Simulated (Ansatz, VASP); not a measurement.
**In in VASP and in Ansatz**

```
In
1.0
     0.00000    3.41322    3.41322
     3.41322    0.00000    3.41322
     3.41322    3.41322    0.00000
In
2
Direct
  0.12500 0.12500 0.12500
  0.87500 0.87500 0.87500
```

Alike in both runs: task single point; functional revPBE; k mesh 9 × 9 × 9; occupations fermi-dirac, width 0.1 eV; no spin polarisation.

```csv
,VASP,Ansatz
version,VASP 6.6.1,Ansatz 0.2.0
potentials or method,"VASP PAW PBE potentials, release 64 (In_d), cutoff 520 eV","plane waves (420 eV) with PAW, scalar-relativistic"
valence electrons in the cell,26,26
```

```tsv
	VASP	Ansatz	Ansatz less VASP
pressure (GPa)	0.0	0.0	+0.03
```

VASP's potentials were made for PBE, not for revPBE.
